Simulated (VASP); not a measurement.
# Be7Br (Im-3m) in VASP: further runs

The runs below take Be7Br through single point, relaxation of cell and atoms, with PBE.

All numbers are computed with VASP 6.6.1; they aren't measurements. Logs are shortened: lines on timing, memory, paths and dates and some standing lists are left out, and cuts for length are marked.

## (1) The cell of the first run

It takes space group Im-3m (No. 229, cubic). The conventional cell has a = 5.584 Å, b = 5.584 Å, c = 5.584 Å, α = 90.00°, β = 90.00°, γ = 90.00°. Within 3.2 Å of Be (site symmetry 4/mmm) lie 12 Be at 2.42 to 2.79 Å and 2 Br at 2.79 Å. Within 3.2 Å of Be (site symmetry -3m) lie 12 Be at 2.42 to 2.79 Å and 2 Br at 2.42 Å. Br (site symmetry m-3m) has 14 Be at 2.42 to 2.79 Å within 3.2 Å.

The cell was generated, and may not be a known phase.

## (2) Single point, PBE

Input file INCAR:

```
PREC = Accurate
ENCUT = 520
EDIFF = 1E-6
ISMEAR = 0
SIGMA = 0.1
LREAL = F
LASPH = T
NELM = 60
ALGO = Normal
ISIF = 2
LWAVE = F
LCHARG = T
GGA = PE
LELF = T
LVHAR = T
NBANDS = 20
```

Input file KPOINTS:

```
Automatic mesh
0
Gamma
  4 4 4
```

Input file POSCAR:

```
Be7Br
1.0
   -2.7919815400      2.7919815400      2.7919815400
    2.7919815400     -2.7919815400      2.7919815400
    2.7919815400      2.7919815400     -2.7919815400
Be Br
7 1
Direct
    0.0000000000      0.5000000000      0.5000000000
    0.5000000000      0.5000000000      0.0000000000
    0.5000000000      0.0000000000      0.5000000000
    0.0000000000      0.0000000000      0.5000000000
    0.0000000000      0.5000000000      0.0000000000
    0.5000000000      0.0000000000      0.0000000000
    0.5000000000      0.5000000000      0.5000000000
    0.0000000000      0.0000000000      0.0000000000
```

Potentials or basis: VASP PAW PBE potentials, release 64 (Be, Br).

The run is started by

```
$ cat potpaw_PBE.64/Be/POTCAR potpaw_PBE.64/Br/POTCAR > POTCAR
$ mpirun -np 1 vasp_std > vasp.out
```

OUTCAR:

```text
PREC = Accurate
   ENCUT = 520
   EDIFF = 1E-6
   ISMEAR = 0
   LREAL = F
   LASPH = T
   NELM = 60
   ISIF = 2
   GGA = PE

 ion  position               nearest neighbor table
   1  0.000  0.500  0.500-
   2  0.500  0.500  0.000-
   3  0.500  0.000  0.500-
   4  0.000  0.000  0.500-   8 2.42   8 2.42
   5  0.000  0.500  0.000-   8 2.42   8 2.42
   6  0.500  0.000  0.000-   8 2.42   8 2.42
   7  0.500  0.500  0.500-   8 2.42   8 2.42
   8  0.000  0.000  0.000-   4 2.42   5 2.42   6 2.42   7 2.42   4 2.42   5 2.42   6 2.42   7 2.42

  LATTYP: Found a body centered cubic cell.
 ALAT       =     5.5839630800

  Lattice vectors:

 A1 = (  -2.7919815400,   2.7919815400,   2.7919815400)
 A2 = (   2.7919815400,  -2.7919815400,   2.7919815400)
 A3 = (   2.7919815400,   2.7919815400,  -2.7919815400)

Analysis of symmetry for initial positions (statically):
=====================================================================
 Subroutine PRICEL returns:
 Original cell was already a primitive cell.

 Routine SETGRP: Setting up the symmetry group for a
 body centered cubic supercell.

 Subroutine GETGRP returns: Found 48 space group operations
 (whereof 48 operations were pure point group operations)
 out of a pool of 48 trial point group operations.

The static configuration has the point symmetry O_h .

Analysis of symmetry for dynamics (positions and initial velocities):
=====================================================================
 Subroutine PRICEL returns:
 Original cell was already a primitive cell.

 Routine SETGRP: Setting up the symmetry group for a
 body centered cubic supercell.

 Subroutine GETGRP returns: Found 48 space group operations
 (whereof 48 operations were pure point group operations)
 out of a pool of 48 trial point group operations.

The dynamic configuration has the point symmetry O_h .

 Subroutine INISYM returns: Found 48 space group operations
 (whereof 48 operations are pure point group operations),
 and found     1 'primitive' translations

----------------------------------------------------------------------------------------

                                     Primitive cell
[... 85 lines left out ...]
   NELM   =     60;   NELMIN=  2; NELMDL= -5     # of ELM steps
   EDIFF  = 0.1E-05   stopping-criterion for ELM
   LREAL  =      F    real-space projection
   EDIFFG = 0.1E-04   stopping-criterion for IOM
   NSW    =      0    number of steps for IOM
   IBRION =     -1    ionic relax: 0-MD 1-quasi-New 2-CG
   NFREE  =      0    steps in history (QN), initial steepest desc. (CG)
   ISIF   =      2    stress and relaxation
   ISYM   =      2    0-nonsym 1-usesym 2-fastsym
   POTIM  = 0.5000    time-step for ionic-motion
   TEBEG  =    0.0;   TEEND  =   0.0 temperature during run
   PSTRESS=    0.0 pullay stress
   NELECT =      21.0000    total number of electrons
   NUPDOWN=      -1.0000    fix difference up-down
   EMIN   =  10.00;   EMAX   =-10.00  energy-range for DOS
   EFERMI =   0.00;   METHOD = LEGACY
   ISMEAR =     0;   SIGMA  =   0.10  broadening in eV -4-tet -1-fermi 0-gaus
   EFERMI_NEDOS =   21; number of points for ismear=-14 and -15
   IALGO  =     38    algorithm
   IMIX   =      4    mixing-type and parameters
     AMIX     =   0.40;   BMIX     =  1.00
     AMIX_MAG =   1.60;   BMIX_MAG =  1.00
  volume/ion in A,a.u.               =      10.88        73.44
  Fermi-wavevector in a.u.,A,eV,Ry     =   1.019097  1.925813 14.130440  1.038558
  Thomas-Fermi vector in A             =   2.152591
   LORBIT       =      0    0 simple, 1 ext, 2 COOP (PROOUT), +10 PAW based schemes
   GGA     = PE    functional components
   LHFCALC =     F    Hartree Fock is set to
   AEXX    =    0.0000 exact exchange contribution
   IVDW    =     0    specifies the selected vdW correction
   LEPSILON=     F    determine dielectric tensor
   LRPA    =     F    only Hartree local field effects (RPA)
 non-spin polarized calculation
 Gauss-broadening in eV      SIGMA  =   0.10
  energy-cutoff  :      520.00
  volume of cell :       87.06
 maximum number of plane-waves:      2382
   NGX = 17   NGY = 17   NGZ = 17

 number of electron      21.0000000 magnetization

 Free energy of the ion-electron system (eV)
  ---------------------------------------------------
  ext. energy  EPLUGINS =         0.00000000
  ---------------------------------------------------
  free energy    TOTEN  =       -20.74802598 eV

  energy without entropy =      -20.72272191  energy(sigma->0) =      -20.73537394

 E-fermi :   6.6060     XC(G=0): -10.1868

 val. band max:        6.4186284730   @ k =   0.5000   0.5000   0.5000
 cond. band min:       6.6548930861   @ k =   0.2500   0.2500   0.0000
 fundamental gap:      0.2362646130
 Fermi energy:         6.6060100157

 k-point     1 :       0.0000    0.0000    0.0000
  band No.  band energies     occupation
      1     -12.4029      2.00000
      2      -1.7891      2.00000
      3      -1.7891      2.00000
      4      -1.7891      2.00000
      5      -1.4823      2.00000
      6       2.7005      2.00000
[... 173 lines left out ...]
     19      12.8737      0.00000
     20      12.8737      0.00000

------------------------ aborting loop because EDIFF is reached ----------------------------------------

  FORCE on cell =-STRESS in cart. coord.  units (eV):
  Direction    XX          YY          ZZ          XY          YZ          ZX
  --------------------------------------------------------------------------------------
  -------------------------------------------------------------------------------------
  Total       -0.0539190     -0.0539190     -0.0539190      0.0000000     -0.0000000      0.0000000
  in kB       -0.9923274     -0.9923274     -0.9923274      0.0000000     -0.0000000      0.0000000
  external PRESSURE =      -0.9923274 kB  Pullay stress =       0.0000000 kB

 VOLUME and BASIS-vectors are now :
 -----------------------------------------------------------------------------
  energy-cutoff  :      520.00
  volume of cell :       87.06
      direct lattice vectors                 reciprocal lattice vectors
    -2.791981540  2.791981540  2.791981540     0.000000000  0.179084279  0.179084279
     2.791981540 -2.791981540  2.791981540     0.179084279  0.000000000  0.179084279
     2.791981540  2.791981540 -2.791981540     0.179084279  0.179084279  0.000000000

 POSITION                                       TOTAL-FORCE (eV/Angst)
 -----------------------------------------------------------------------------------
      2.79198      0.00000      0.00000         0.000000     -0.000000      0.000000
      0.00000      0.00000      2.79198        -0.000000     -0.000000      0.000000
      0.00000      2.79198      0.00000         0.000000     -0.000000      0.000000
      1.39599      1.39599     -1.39599        -0.000000      0.000000     -0.000000
      1.39599     -1.39599      1.39599        -0.000000     -0.000000      0.000000
     -1.39599      1.39599      1.39599         0.000000     -0.000000     -0.000000
      1.39599      1.39599      1.39599         0.000000      0.000000     -0.000000
      0.00000      0.00000      0.00000         0.000000      0.000000     -0.000000
 -----------------------------------------------------------------------------------
    total drift:                                0.000000     -0.000000     -0.000000

  FREE ENERGIE OF THE ION-ELECTRON SYSTEM (eV)
  ---------------------------------------------------
  free  energy   TOTEN  =       -20.7480259758 eV

  energy  without entropy=      -20.7227219114  energy(sigma->0) =      -20.73537394
```

stdout:

```text
POSCAR found type information on POSCAR BeBr
 POSCAR found :  2 types and       8 ions
 scaLAPACK will be used
 LDA part: xc-table for (Slater+PW92), standard interpolation
 POSCAR, INCAR and KPOINTS ok, starting setup
 FFT: planning ... GRIDC
 FFT: planning ... GRID_SOFT
 FFT: planning ... GRID
 WAVECAR not read
 entering main loop
```

It took 26 s on 1 thread of Intel Xeon 8259CL, shared host; peak memory 0.2 GiB.

Results:

- Free energy: -20.7480 eV
- Pressure: -0.1 GPa
- Band gap on the k mesh: zero (an odd number of electrons rules out a gap without spin polarisation)

Levels at points of the mesh, in eV from the Fermi level:
```tsv
k point	band 7	band 8	band 9	band 10	band 11	band 12	band 13	band 14
(0.00, 0.00, 0.00)	-3.91	-3.91	-1.14	-1.14	-1.14	-0.69	-0.69	1.41
(0.50, 0.00, 0.00)	-3.41	-3.30	-2.18	-2.05	1.16	1.35	1.40	1.41
(0.50, 0.50, 0.50)	-2.25	-2.25	-2.25	-0.26	-0.19	-0.19	-0.19	4.08
```

Caveat: the k points lie up to 0.40 Å⁻¹ apart, too coarse for converged energies and pressures of a metal; an odd number of electrons without spin polarisation forces a metal; a magnetic or distorted state may lie lower.

## (3) Single point, PBE

This run uses another cell than the first one, of 10.74 Å³/atom.

Input file INCAR:

```
SYSTEM = Be7Br
PREC     = Accurate       ! precision mode
ENCUT    = 520            ! plane-wave cutoff, eV
EDIFF    = 1E-7           ! SCF threshold, eV
ISMEAR   = 0              ! smearing method
SIGMA    = 0.1            ! smearing width, eV
LREAL    = .FALSE.        ! projectors in reciprocal space
LASPH    = .TRUE.         ! aspherical terms in the spheres
NELM     = 60             ! most SCF steps
ALGO     = Normal         ! electronic algorithm
ISIF     = 2              ! what is computed and relaxed
LWAVE    = .FALSE.        ! write WAVECAR
LCHARG   = .TRUE.         ! write CHGCAR
GGA      = PE             ! functional
LELF     = .TRUE.         ! ELF
LVHAR    = .TRUE.       
NBANDS   = 20             ! bands
```

Input file KPOINTS:

```
regular mesh
0
G
  10 10 10
  0 0 0
```

POSCAR: that of step 2 with these lines changed.

```diff
@@ -2,5 +2,5 @@
 1.0
-   -2.7919815400      2.7919815400      2.7919815400
-    2.7919815400     -2.7919815400      2.7919815400
-    2.7919815400      2.7919815400     -2.7919815400
+   -2.7801396471      2.7801396471      2.7801396471
+    2.7801396471     -2.7801396471      2.7801396471
+    2.7801396471      2.7801396471     -2.7801396471
 Be Br
```

Potentials or basis: VASP PAW PBE potentials, release 64 (Be, Br).

The run is started by

```
$ cat potpaw_PBE.64/Be/POTCAR potpaw_PBE.64/Br/POTCAR > POTCAR
$ mpirun -np 1 vasp_std > vasp.out
```

It took 97 s on 1 thread of Intel Xeon 8259CL, shared host; peak memory 0.24 GiB.

The run converged. Its results:

* Free energy: -20.9396 eV
* Pressure: 0.0 GPa
* Band gap on the k mesh: zero (an odd number of electrons rules out a gap without spin polarisation)

Levels at points of the mesh, in eV from the Fermi level:
```csv
k point,band 6,band 7,band 8,band 9,band 10,band 11,band 12,band 13,band 14,band 15
"(0.00, 0.00, 0.00)",-3.93,-3.93,-3.93,-1.11,-1.11,-1.11,-0.66,-0.66,1.44,1.44
"(0.50, 0.00, 0.00)",-4.81,-3.42,-3.31,-2.16,-2.06,1.19,1.39,1.41,1.47,2.53
"(0.50, 0.50, 0.50)",-6.58,-2.25,-2.25,-2.25,-0.20,-0.19,-0.19,-0.19,4.15,4.15
```

Caveat: an odd number of electrons without spin polarisation forces a metal; a magnetic or distorted state may lie lower.

## (4) Relaxation of cell and atoms, PBE

Input file INCAR:

```
SYSTEM = Be7Br
PREC = Accurate
ENCUT = 600
EDIFF = 1E-6
ISMEAR = 0
SIGMA = 0.1
LREAL = .False.
LASPH = .True.
NELM = 80
ALGO = Normal
ISIF = 3
LWAVE = .False.
LCHARG = .False.
GGA = PE
IBRION = 2
NSW = 100
EDIFFG = -0.01
```

Input file KPOINTS:

```
regular mesh
0
Gamma
  10 10 10
  0 0 0
```

POSCAR: that of step 3 with these lines changed.

```diff
@@ -2,5 +2,5 @@
 1.0
-   -2.7801396471      2.7801396471      2.7801396471
-    2.7801396471     -2.7801396471      2.7801396471
-    2.7801396471      2.7801396471     -2.7801396471
+   -2.7919815400      2.7919815400      2.7919815400
+    2.7919815400     -2.7919815400      2.7919815400
+    2.7919815400      2.7919815400     -2.7919815400
 Be Br
```

The run is started by

```
$ cat potpaw_PBE.64/Be/POTCAR potpaw_PBE.64/Br/POTCAR > POTCAR
$ mpirun -np 1 vasp_std > vasp.out
```

It took 3.7 min on 1 thread of Intel Xeon 8259CL, shared host; peak memory 0.29 GiB.

Results (log left out):

```
Free energy                           : -20.9399 eV
Relaxed volume                        : 10.75 Å³/atom
Relaxed cell                          : a = 4.816 Å, b = 4.816 Å, c = 4.816 Å, α = 109.47°, β = 109.47°, γ = 109.47°
Space group after relaxing (to 0.1 Å) : Im-3m (No. 229)
Energy gained by relaxing             : 0.4 meV/atom
Ionic steps                           : 3
Pressure after relaxing               : 0.1 GPa
Band gap on the k mesh                : zero (an odd number of electrons rules out a gap without spin polarisation)
```

Step by step:
```
step  energy change (eV)  largest force (eV/Å)  pressure (GPa)  volume (Å³)
   1              0.0000                0.0000           -0.95        87.06
   2             -0.0030                0.0000           -0.23        86.24
   3             -0.0032                0.0000            0.06        85.99
```

Final structure:
```cif
data_structure
_symmetry_space_group_name_H-M 'P 1'
_symmetry_Int_Tables_number 1
_cell_length_a 4.8160
_cell_length_b 4.8160
_cell_length_c 4.8160
_cell_angle_alpha 109.471
_cell_angle_beta 109.471
_cell_angle_gamma 109.471
_cell_volume 85.99
loop_
_atom_site_label
_atom_site_type_symbol
_atom_site_fract_x
_atom_site_fract_y
_atom_site_fract_z
_atom_site_occupancy
Be1 Be 0.00000 0.50000 0.50000 1
Be2 Be 0.50000 0.50000 0.00000 1
Be3 Be 0.50000 0.00000 0.50000 1
Be4 Be 0.00000 0.00000 0.50000 1
Be5 Be 0.00000 0.50000 0.00000 1
Be6 Be 0.50000 0.00000 0.00000 1
Be7 Be 0.50000 0.50000 0.50000 1
Br1 Br 0.00000 0.00000 0.00000 1
```

Levels at points of the mesh, in eV from the Fermi level:
| k point | band 8 | band 9 | band 10 | band 11 | band 12 | band 13 |
| --- | --- | --- | --- | --- | --- | --- |
| (0.00, 0.00, 0.00) | -3.92 | -1.11 | -1.11 | -1.11 | -0.66 | -0.66 |
| (0.50, 0.00, 0.00) | -3.31 | -2.16 | -2.06 | 1.19 | 1.39 | 1.41 |
| (0.50, 0.50, 0.50) | -2.25 | -2.25 | -0.20 | -0.19 | -0.19 | -0.19 |

Caveat: an odd number of electrons without spin polarisation forces a metal; a magnetic or distorted state may lie lower.

## (5) The runs side by side

| task | cell | k mesh | cutoff (eV) | gap on the mesh (eV) | pressure (GPa) |
| --- | --- | --- | --- | --- | --- |
| single point | a = 4.836 Å, angles 109.5°, 8 atoms | 4 × 4 × 4 | 520 | none | -0.1 |
| single point | a = 4.815 Å, angles 109.5°, 8 atoms | 10 × 10 × 10 | 520 | none | 0.0 |
| relaxation of cell and atoms | relaxed from a = 4.836 Å, angles 109.5°, 8 atoms | 10 × 10 × 10 | 600 | none | 0.1 |

Alike in all rows: level PBE; potentials or basis VASP PAW PBE potentials, release 64 (Be, Br); no spin polarisation; smearing gaussian 0.1 eV.

Caveats: some runs use coarse meshes; an odd number of electrons without spin polarisation forces a metal; a magnetic or distorted state may lie lower.

Absolute energies hang on the potentials; compare differences alone.

The gap in the log of VASP goes by the Fermi energy; the results here count the filled bands.